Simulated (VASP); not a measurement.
Crystal: TaN.

```
Ta N
1.0
     2.93800    0.00000    0.00000
    -1.46900    2.54438    0.00000
     0.00000    0.00000    2.88300
Ta N
1 1
Direct
  0.33333 0.66667 0.50000
  0.00000 0.00000 0.00000
```

```yaml
Program: VASP 6.6.1
Task: relaxation of cell and atoms
Functional: PBE
Potentials_or_basis: VASP PAW PBE potentials, release 64 (Ta_sv_GW, N)
Cutoff: 600 eV
k_mesh: 10 × 10 × 9
Occupations: fermi-dirac, width 0.05 eV
Spin: no spin polarisation
Hubbard_terms: Ta d U = 2.0 eV
```

At the start: pressure 11.2 GPa; volume 10.78 Å³/atom.

Q: How do energy, volume and symmetry change on relaxing?

A: Over 9 steps the energy falls by 11.8 meV/atom and the volume is 11.12 Å³/atom (+3.2 %); space group P-6m2 (No. 187, to 0.05 Å).

The path:
```csv
step,energy change (eV),largest force (eV/Å),pressure (GPa),volume (Å³)
1,0.0000,0.0000,11.17,21.55
2,0.1003,0.0000,-21.15,23.98
3,-0.0235,0.0000,-0.28,22.26
4,-0.0235,0.0000,0.01,22.24
5,-0.0235,0.0000,0.21,22.23
6,-0.0235,0.0000,0.17,22.23
7,-0.0235,0.0000,0.19,22.23
8,-0.0235,0.0000,-0.30,22.26
9,-0.0235,0.0000,-0.06,22.24
```

Final structure:
```
CELL_PARAMETERS angstrom
2.96793 0.00000 0.00000
-1.48396 2.57030 0.00000
0.00000 0.00000 2.91585
ATOMIC_POSITIONS crystal
Ta 0.33333 0.66667 0.50000
N 0.00000 0.00000 0.00000
```

Caveat: U without spin polarisation on a metal has little footing.
